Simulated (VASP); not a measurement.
# AlP (I-4m2) in VASP: further runs

Runs on AlP. Level: LDA. Tasks: single point.

Everything below comes from runs of VASP 6.6.1. Logs are shortened: lines on timing, memory, paths and dates and some standing lists are left out, and cuts for length are marked.

## 1. The cell of the first run

It takes space group I-4m2 (No. 119, tetragonal). The conventional cell has a = 3.842 Å, b = 3.842 Å, c = 5.461 Å, α = 90.00°, β = 90.00°, γ = 90.00°. Within 3.1 Å of Al (site symmetry -4m2) lie 4 P at 2.36 Å. P (site symmetry -4m2) has 4 Al at 2.36 Å within 3.1 Å.

## 2. Single point, LDA (z stretched by +0.5 %, x and y held)

INCAR

```
ALGO = Normal
EDIFF = 1E-6
ENCUT = 500
GGA_COMPAT = F
ISIF = 2
ISMEAR = 0
LASPH = T
LCHARG = F
LREAL = F
LWAVE = F
NBANDS = 11
NELM = 120
PREC = Accurate
SIGMA = 0.01
```

KPOINTS

```
k-points
0
Gamma
  8 8 8
```

POSCAR

```
AlP
1.0
    0.0000000000      2.7169259382      2.7305105679
    2.7169259382      0.0000000000      2.7305105679
    2.7169259382      2.7169259382      0.0000000000
Al P
1 1
Direct
    0.0000000000      0.0000000000      0.0000000000
    0.7500000000      0.7500000000      0.7500000000
```

Potentials or basis: VASP PAW LDA potentials, release 64 (Al, P).

Launch:

```bash
$ cat potpaw_LDA.64/Al/POTCAR potpaw_LDA.64/P/POTCAR > POTCAR
$ mpirun -np 1 vasp_std > vasp.out
```

OUTCAR:

```text
EDIFF = 1E-6
   ENCUT = 500
   ISIF = 2
   ISMEAR = 0
   LASPH = T
   LREAL = F
   NELM = 120
   PREC = Accurate

 ion  position               nearest neighbor table
   1  0.000  0.000  0.000-   2 2.36   2 2.36   2 2.36   2 2.36
   2  0.750  0.750  0.750-   1 2.36   1 2.36   1 2.36   1 2.36

  LATTYP: Found a body centered tetragonal cell.
 ALAT       =     3.8423135098
 C/A-ratio  =     1.4212846302

  Lattice vectors:

 A1 = (  -2.7169259382,   0.0000000000,   2.7305105679)
 A2 = (   2.7169259382,   0.0000000000,   2.7305105679)
 A3 = (   0.0000000000,   2.7169259382,  -2.7305105679)

Analysis of symmetry for initial positions (statically):
=====================================================================
 Subroutine PRICEL returns:
 Original cell was already a primitive cell.

 Routine SETGRP: Setting up the symmetry group for a
 body centered tetragonal supercell.

 Subroutine GETGRP returns: Found  8 space group operations
 (whereof  8 operations were pure point group operations)
 out of a pool of 16 trial point group operations.

The static configuration has the point symmetry D_2d.

Analysis of symmetry for dynamics (positions and initial velocities):
=====================================================================
 Subroutine PRICEL returns:
 Original cell was already a primitive cell.

 Routine SETGRP: Setting up the symmetry group for a
 body centered tetragonal supercell.

 Subroutine GETGRP returns: Found  8 space group operations
 (whereof  8 operations were pure point group operations)
 out of a pool of 16 trial point group operations.

The dynamic configuration has the point symmetry D_2d.

 Subroutine INISYM returns: Found  8 space group operations
 (whereof  8 operations are pure point group operations),
 and found     1 'primitive' translations

----------------------------------------------------------------------------------------

                                     Primitive cell

  volume of cell :      40.3115

  direct lattice vectors                    reciprocal lattice vectors
     0.000000000  2.716925938  2.730510568    -0.184031516  0.184031516  0.183115937
     2.716925938  0.000000000  2.730510568     0.184031516 -0.184031516  0.183115937
     2.716925938  2.716925938  0.000000000     0.184031516  0.184031516 -0.183115937

  length of vectors
     3.851931271  3.851931271  3.842313510     0.318224204  0.318224204  0.318224204

  position of ions in fractional coordinates (direct lattice)
     0.000000000  0.000000000  0.000000000
     0.750000000  0.750000000  0.750000000

[... 79 lines left out ...]
   NSW    =      0    number of steps for IOM
   IBRION =     -1    ionic relax: 0-MD 1-quasi-New 2-CG
   NFREE  =      0    steps in history (QN), initial steepest desc. (CG)
   ISIF   =      2    stress and relaxation
   ISYM   =      2    0-nonsym 1-usesym 2-fastsym
   POTIM  = 0.5000    time-step for ionic-motion
   TEBEG  =    0.0;   TEEND  =   0.0 temperature during run
   PSTRESS=    0.0 pullay stress
   NELECT =       8.0000    total number of electrons
   NUPDOWN=      -1.0000    fix difference up-down
   EMIN   =  10.00;   EMAX   =-10.00  energy-range for DOS
   EFERMI =   0.00;   METHOD = LEGACY
   ISMEAR =     0;   SIGMA  =   0.01  broadening in eV -4-tet -1-fermi 0-gaus
   EFERMI_NEDOS =   21; number of points for ismear=-14 and -15
   IALGO  =     38    algorithm
   IMIX   =      4    mixing-type and parameters
     AMIX     =   0.40;   BMIX     =  1.00
     AMIX_MAG =   1.60;   BMIX_MAG =  1.00
  volume/ion in A,a.u.               =      20.16       136.02
  Fermi-wavevector in a.u.,A,eV,Ry     =   0.954908  1.804515 12.406471  0.911850
  Thomas-Fermi vector in A             =   2.083698
   LORBIT       =      0    0 simple, 1 ext, 2 COOP (PROOUT), +10 PAW based schemes
   GGA     = CA    functional components
   LHFCALC =     F    Hartree Fock is set to
   AEXX    =    0.0000 exact exchange contribution
   IVDW    =     0    specifies the selected vdW correction
   LEPSILON=     F    determine dielectric tensor
   LRPA    =     F    only Hartree local field effects (RPA)
 non-spin polarized calculation
 Gauss-broadening in eV      SIGMA  =   0.01
  energy-cutoff  :      500.00
  volume of cell :       40.31
 maximum number of plane-waves:      1036
   NGX = 13   NGY = 13   NGZ = 13

 number of electron       8.0000000 magnetization

 Free energy of the ion-electron system (eV)
  ---------------------------------------------------
  ext. energy  EPLUGINS =         0.00000000
  ---------------------------------------------------
  free energy    TOTEN  =       -11.41193409 eV

  energy without entropy =      -11.41193409  energy(sigma->0) =      -11.41193409

 E-fermi :   4.6408     XC(G=0):  -9.4848

 val. band max:        4.5452949715   @ k =   0.0000   0.0000   0.0000
 cond. band min:       5.9521242000   @ k =   0.5000   0.0000   0.5000
 fundamental gap:      1.4068292285
 Fermi energy:         4.6408163631

 k-point     1 :       0.0000    0.0000    0.0000
  band No.  band energies     occupation
      1      -7.0222      2.00000
      2       4.5215      2.00000
      3       4.5453      2.00000
      4       4.5453      2.00000
      5       7.7361      0.00000
      6       9.0209      0.00000
      7       9.0209      0.00000
      8       9.0269      0.00000
      9      13.3146      0.00000
     10      13.4066      0.00000
     11      14.5867      0.00000
[... 309 lines left out ...]
 k-point    24 :       0.3750   -0.0000    0.1250
  band No.  band energies     occupation
      1      -5.7695      2.00000
      2       0.1928      2.00000
      3       3.3019      2.00000
      4       3.4601      2.00000
      5       7.9323      0.00000
      6       9.3593      0.00000
      7      10.2983      0.00000
      8      10.8824      0.00000
      9      14.0066      0.00000
     10      14.9397      0.00000
     11      15.6741      0.00000

 [... further k-points ...]
[... 5 lines left out ...]
  --------------------------------------------------------------------------------------
  -------------------------------------------------------------------------------------
  Total       -0.0714419     -0.0714419     -0.1525882      0.0000000      0.0000000      0.0000000
  in kB       -2.8394485     -2.8394485     -6.0645997      0.0000000      0.0000000      0.0000000
  external PRESSURE =      -3.9144989 kB  Pullay stress =       0.0000000 kB

 VOLUME and BASIS-vectors are now :
 -----------------------------------------------------------------------------
  energy-cutoff  :      500.00
  volume of cell :       40.31
      direct lattice vectors                 reciprocal lattice vectors
     0.000000000  2.716925938  2.730510568    -0.184031516  0.184031516  0.183115937
     2.716925938  0.000000000  2.730510568     0.184031516 -0.184031516  0.183115937
     2.716925938  2.716925938  0.000000000     0.184031516  0.184031516 -0.183115937

 POSITION                                       TOTAL-FORCE (eV/Angst)
 -----------------------------------------------------------------------------------
      0.00000      0.00000      0.00000         0.000000      0.000000      0.000000
      4.07539      4.07539      4.09577        -0.000000     -0.000000     -0.000000
 -----------------------------------------------------------------------------------
    total drift:                                0.000000      0.000000     -0.000000

  FREE ENERGIE OF THE ION-ELECTRON SYSTEM (eV)
  ---------------------------------------------------
  free  energy   TOTEN  =       -11.4119340942 eV

  energy  without entropy=      -11.4119340942  energy(sigma->0) =      -11.41193409
```

It took 11 s on 1 thread of AMD EPYC 9R45 (Zen 5), shared host; peak memory 0.12 GiB.

Results:

```
Free energy            : -11.4119 eV
Pressure               : -0.4 GPa
Band gap on the k mesh : 1.41 eV, indirect (least direct gap 3.19 eV)
```

Caveat: the cell differs from its parent crystal (z stretched by +0.5 %, x and y held).

## 3. Single point, LDA (z stretched by -0.5 %, x and y held)

INCAR

```
SYSTEM = AlP
ALGO = Normal
EDIFF = 1E-6
ENCUT = 500
GGA = CA
GGA_COMPAT = .FALSE.
ISIF = 2
ISMEAR = 0
LASPH = .TRUE.
LCHARG = .FALSE.
LREAL = .FALSE.
LWAVE = .FALSE.
NBANDS = 11
NELM = 120
PREC = Accurate
SIGMA = 0.01
```

KPOINTS

```
k-points
0
G
  8 8 8
  0 0 0
```

POSCAR

```
AlP
1.0
    0.0000000000      2.7169259382      2.7033413086
    2.7169259382      0.0000000000      2.7033413086
    2.7169259382      2.7169259382      0.0000000000
Al P
1 1
Direct
    0.0000000000      0.0000000000      0.0000000000
    0.7500000000      0.7500000000      0.7500000000
```

Potentials or basis: VASP PAW LDA potentials, release 64 (Al, P).

Launch:

```bash
$ cat potpaw_LDA.64/Al/POTCAR potpaw_LDA.64/P/POTCAR > POTCAR
$ mpirun -np 1 vasp_std > vasp.out
```

OUTCAR:

```text
SYSTEM = AlP
   EDIFF = 1E-6
   ENCUT = 500
   GGA = CA
   ISIF = 2
   ISMEAR = 0
   LASPH = .TRUE.
   LREAL = .FALSE.
   NELM = 120
   PREC = Accurate

 ion  position               nearest neighbor table
   1  0.000  0.000  0.000-   2 2.35   2 2.35   2 2.35   2 2.35
   2  0.750  0.750  0.750-   1 2.35   1 2.35   1 2.35   1 2.35

  LATTYP: Found a body centered tetragonal cell.
 ALAT       =     3.8423135098
 C/A-ratio  =     1.4071424946

  Lattice vectors:

 A1 = (   0.0000000000,  -2.7169259382,  -2.7033413086)
[... 514 lines left out ...]
      7      10.4272      0.00000
      8      11.0258      0.00000
      9      14.1406      0.00000
     10      15.0532      0.00000
     11      15.8191      0.00000

 [... further k-points ...]
[... 5 lines left out ...]
  --------------------------------------------------------------------------------------
  -------------------------------------------------------------------------------------
  Total        0.1016871      0.1016871      0.1799265      0.0000000     -0.0000000      0.0000000
  in kB        4.0821595      4.0821595      7.2230283      0.0000000     -0.0000000      0.0000000
  external PRESSURE =       5.1291157 kB  Pullay stress =       0.0000000 kB

 VOLUME and BASIS-vectors are now :
 -----------------------------------------------------------------------------
  energy-cutoff  :      500.00
  volume of cell :       39.91
      direct lattice vectors                 reciprocal lattice vectors
     0.000000000  2.716925938  2.703341309    -0.184031516  0.184031516  0.184956298
     2.716925938  0.000000000  2.703341309     0.184031516 -0.184031516  0.184956298
     2.716925938  2.716925938  0.000000000     0.184031516  0.184031516 -0.184956298

 POSITION                                       TOTAL-FORCE (eV/Angst)
 -----------------------------------------------------------------------------------
      0.00000      0.00000      0.00000         0.000000      0.000000      0.000000
      4.07539      4.07539      4.05501        -0.000000     -0.000000     -0.000000
 -----------------------------------------------------------------------------------
    total drift:                                0.000000      0.000000      0.000000

  FREE ENERGIE OF THE ION-ELECTRON SYSTEM (eV)
  ---------------------------------------------------
  free  energy   TOTEN  =       -11.4117382889 eV

  energy  without entropy=      -11.4117382889  energy(sigma->0) =      -11.41173829
```

OSZICAR:

```text
N       E                     dE             d eps       ncg     rms          rms(c)
DAV:   1     0.105662346877E+02    0.10566E+02   -0.30299E+03  1298   0.537E+02
DAV:   2    -0.109220907281E+02   -0.21488E+02   -0.20513E+02  1647   0.900E+01
DAV:   3    -0.118446937362E+02   -0.92260E+00   -0.92055E+00  1664   0.178E+01
DAV:   4    -0.118517370258E+02   -0.70433E-02   -0.70426E-02  1590   0.188E+00
DAV:   5    -0.118518263898E+02   -0.89364E-04   -0.89363E-04  1654   0.200E-01    0.472E+00
DAV:   6    -0.114834300648E+02    0.36840E+00   -0.69235E-01  1503   0.306E+00    0.295E+00
DAV:   7    -0.114169057280E+02    0.66524E-01   -0.22942E-01  1581   0.189E+00    0.146E+00
DAV:   8    -0.114118920563E+02    0.50137E-02   -0.17479E-02  1517   0.614E-01    0.181E-01
DAV:   9    -0.114117242747E+02    0.16778E-03   -0.12074E-03  1541   0.175E-01    0.556E-02
DAV:  10    -0.114117355569E+02   -0.11282E-04   -0.41048E-05  1575   0.335E-02    0.205E-02
DAV:  11    -0.114117386068E+02   -0.30499E-05   -0.69186E-06  1526   0.141E-02    0.153E-02
DAV:  12    -0.114117382889E+02    0.31793E-06   -0.12866E-06   962   0.483E-03
   1 F= -.11411738E+02 E0= -.11411738E+02  d E =-.880375E-48
```

Run time: 11 s. Hardware: 1 thread of AMD EPYC 9R45 (Zen 5), shared host; peak memory 0.12 GiB.

What came out:

| Quantity | Value |
| --- | --- |
| Free energy | -11.4117 eV |
| Pressure | 0.5 GPa |
| Band gap on the k mesh | 1.37 eV, indirect (least direct gap 3.27 eV) |

Caveat: the cell differs from its parent crystal (z stretched by -0.5 %, x and y held). A k mesh can miss the band edges.
